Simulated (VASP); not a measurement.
# W4C in VASP: a series of runs, part 2 of 2

VASP 6.6.1.

## (3) Single point, PBE

Contents of INCAR:

```
SYSTEM = W4C
PREC = Accurate
ENCUT = 520
EDIFF = 1E-7
ISMEAR = 0
SIGMA = 0.1
LREAL = .FALSE.
LASPH = .TRUE.
NELM = 60
ALGO = Normal
ISIF = 2
LWAVE = .FALSE.
LCHARG = .FALSE.
LDIPOL = .TRUE.
IDIPOL = 3
DIPOL = 0.5 0.5 0.347
GGA = PE
NBANDS = 38
```

Contents of KPOINTS:

```
Automatic mesh
0
G
  8 8 1
  0 0 0
```

Contents of POSCAR:

```
W4C
1.0
    3.1836991688      0.0000000000      0.0000000000
    0.0000000000      3.1836991688      0.0000000000
    0.0000000000      0.0000000000     20.1425775749
W C
4 1
Direct
    0.5000000000      0.5000000000      0.1985843165
    0.0000000000      0.0000000000      0.2776134069
    0.5000000000      0.5000000000      0.3599451800
    0.0000000000      0.0000000000      0.4290700901
    0.2500000000      0.5000000000      0.4704388478
```

Potentials or basis: VASP PAW PBE potentials, release 64 (W_sv, C).

Started as:

```
$ cat potpaw_PBE.64/W_sv/POTCAR potpaw_PBE.64/C/POTCAR > POTCAR
$ mpirun -np 1 vasp_std > vasp.out
```

OUTCAR:

```text
SYSTEM = W4C
   PREC = Accurate
   ENCUT = 520
   EDIFF = 1E-7
   ISMEAR = 0
   LREAL = .FALSE.
   LASPH = .TRUE.
   NELM = 60
   ISIF = 2
   GGA = PE

 ion  position               nearest neighbor table
   1  0.500  0.500  0.199-   2 2.76   2 2.76   2 2.76   2 2.76   3 3.25
   2  0.000  0.000  0.278-   1 2.76   1 2.76   1 2.76   1 2.76   3 2.80   3 2.80   3 2.80   3 2.80
                             4 3.05
   3  0.500  0.500  0.360-   5 2.36   4 2.65   4 2.65   4 2.65   4 2.65   2 2.80   2 2.80   2 2.80
                             2 2.80   1 3.25
   4  0.000  0.000  0.429-   5 1.97   5 1.97   3 2.65   3 2.65   3 2.65   3 2.65   2 3.05
[... 1196 lines left out ...]
  Total       -1.9402560     -0.5488619      0.2877050      0.0000000      0.0000000      2.6826020
  in kB      -15.2261648     -4.3071956      2.2577656      0.0000000      0.0000000     21.0517275
  external PRESSURE =      -5.7585316 kB  Pullay stress =       0.0000000 kB

 VOLUME and BASIS-vectors are now :
 -----------------------------------------------------------------------------
  energy-cutoff  :      520.00
  volume of cell :      204.16
      direct lattice vectors                 reciprocal lattice vectors
     3.183699169  0.000000000  0.000000000     0.314100029  0.000000000  0.000000000
     0.000000000  3.183699169  0.000000000     0.000000000  0.314100029  0.000000000
     0.000000000  0.000000000 20.142577575     0.000000000  0.000000000  0.049646079

 POSITION                                       TOTAL-FORCE (eV/Angst)
 -----------------------------------------------------------------------------------
      1.59185      1.59185      4.00000        -0.197094      0.000000      2.107618
      0.00000      0.00000      5.59185         0.555325      0.000000     -1.830470
      1.59185      1.59185      7.25022        -1.226081      0.000000     -3.216174
      0.00000      0.00000      8.64258        -1.237802      0.000000      2.869818
      0.79592      1.59185      9.47585         2.105652      0.000000      0.069208
 -----------------------------------------------------------------------------------
    total drift:                               -0.000048     -0.000000     -0.000257

  FREE ENERGIE OF THE ION-ELECTRON SYSTEM (eV)
  ---------------------------------------------------
  free  energy   TOTEN  =       -54.9518962476 eV

  energy  without entropy=      -54.9252534201  energy(sigma->0) =      -54.93857483

 vacuum level on the upper side and lower side of the slab         6.185         4.602
```

OSZICAR:

```text
N       E                     dE             d eps       ncg     rms          rms(c)
DAV:   1     0.703226143945E+03    0.70323E+03   -0.37226E+04  2300   0.150E+03
DAV:   2    -0.295109423361E+02   -0.73274E+03   -0.71957E+03  2270   0.463E+02
DAV:   3    -0.597921443485E+02   -0.30281E+02   -0.29327E+02  2322   0.968E+01
[... 22 lines left out ...]
DAV:  26    -0.549518925263E+02   -0.11841E-04   -0.13037E-06  1774   0.737E-03    0.102E-03
DAV:  27    -0.549518950746E+02   -0.25483E-05   -0.36762E-07  1780   0.249E-03    0.498E-04
DAV:  28    -0.549518959341E+02   -0.85951E-06   -0.39881E-08  1370   0.118E-03    0.250E-04
DAV:  29    -0.549518961967E+02   -0.26267E-06   -0.19543E-08  1308   0.541E-04    0.204E-04
DAV:  30    -0.549518962476E+02   -0.50904E-07   -0.76122E-09  1160   0.394E-04
   1 F= -.54951896E+02 E0= -.54938575E+02  d E =-.266428E-01
```

Wall time 10 min (1 thread of Intel Xeon 8259CL, shared host); peak memory 0.37 GiB.

Results:

| Property | Result |
| --- | --- |
| Free energy | -54.9519 eV |
| Largest force | 3.442 eV/Å |
| Band gap on the k mesh | zero (bands 30 and 31 overlap by 1.76 eV) |

Forces in eV/Å, atoms in the order of the input:
```
W   -0.197  0.000  2.108
W    0.555  0.000 -1.830
W   -1.226  0.000 -3.216
W   -1.238  0.000  2.870
C    2.106  0.000  0.069
```

Levels at points of the mesh, in eV from the Fermi level:
| k point | band 27 | band 28 | band 29 | band 30 | band 31 | band 32 | band 33 | band 34 |
| --- | --- | --- | --- | --- | --- | --- | --- | --- |
| (0.00, 0.00, 0.00) | -1.13 | -0.87 | -0.54 | -0.33 | -0.09 | 0.55 | 0.59 | 0.69 |
| (0.50, 0.00, 0.00) | -1.64 | -0.88 | -0.57 | 0.04 | 0.59 | 0.76 | 1.01 | 1.39 |
| (0.00, 0.50, 0.00) | -1.50 | -1.14 | -0.64 | -0.37 | 0.16 | 0.43 | 0.87 | 1.82 |
| (0.50, 0.50, 0.00) | -1.22 | -1.02 | -0.49 | 1.50 | 1.84 | 1.89 | 1.99 | 2.13 |

Caveat: spin-orbit coupling is left out, which moves the levels of the heavy elements.

## (4) Single point, PBE

Contents of INCAR:

```
SYSTEM = W4C
  PREC = Accurate
  ENCUT = 520
  EDIFF = 1E-6
  ISMEAR = 0
  SIGMA = 0.1
  LREAL = .False.
  LASPH = .True.
  NELM = 60
  ALGO = Normal
  ISIF = 2
  LWAVE = .False.
  LCHARG = .False.
  LDIPOL = .True.
  IDIPOL = 3
  DIPOL = 0.5 0.5 0.357
  GGA = PE
  NBANDS = 38
```

Contents of KPOINTS:

```
Automatic mesh
0
Gamma
  8 8 1
  0 0 0
```

Changes to POSCAR since step 3:

```diff
@@ -12,2 +12,2 @@
     0.0000000000      0.0000000000      0.4290700901
-    0.2500000000      0.5000000000      0.4704388478
+    0.0000000000      0.1250000000      0.5197911177
```

Started as:

```
$ cat potpaw_PBE.64/W_sv/POTCAR potpaw_PBE.64/C/POTCAR > POTCAR
$ mpirun -np 1 vasp_std > vasp.out
```

Wall time 6.9 min (1 thread of Intel Xeon 8259CL, shared host); peak memory 0.37 GiB.

Results (log left out):

```
Free energy            : -52.2479 eV
Largest force          : 2.325 eV/Å
Band gap on the k mesh : zero (bands 30 and 31 overlap by 0.40 eV)
```

Forces on the atoms (eV/Å):
```
W    0.000 -0.087  2.156
W    0.000  0.150 -2.320
W    0.000 -0.063 -1.669
W    0.000 -0.563  1.728
C    0.000  0.563  0.106
```

Levels at points of the mesh, in eV from the Fermi level:
| k point | band 28 | band 29 | band 30 | band 31 | band 32 | band 33 |
| --- | --- | --- | --- | --- | --- | --- |
| (0.00, 0.00, 0.00) | -0.58 | -0.51 | -0.32 | -0.11 | 0.59 | 0.69 |
| (0.50, 0.00, 0.00) | -0.63 | -0.59 | 0.15 | 0.79 | 0.83 | 1.19 |
| (0.00, 0.50, 0.00) | -0.72 | -0.61 | 0.15 | 0.73 | 0.79 | 1.22 |
| (0.50, 0.50, 0.00) | -0.51 | -0.04 | 0.27 | 1.94 | 2.10 | 2.11 |

Caveat: spin-orbit coupling is left out, which moves the levels of the heavy elements.

## (5) Overview

| cell | gap on the mesh (eV) | largest force (eV/Å) |
| --- | --- | --- |
| as given, atomic positions A | none | 2.36 |
| as given, atomic positions B | none | 3.44 |
| as given, atomic positions C | none | 2.32 |

Alike in all rows: task single point; level PBE; potentials or basis VASP PAW PBE potentials, release 64 (W_sv, C); no spin polarisation; k mesh 8 × 8 × 1; cutoff (eV) 520; smearing gaussian 0.1 eV.

Caveats: spin-orbit coupling is left out, which moves the levels of the heavy elements.

Absolute energies hang on the potentials; compare differences alone.
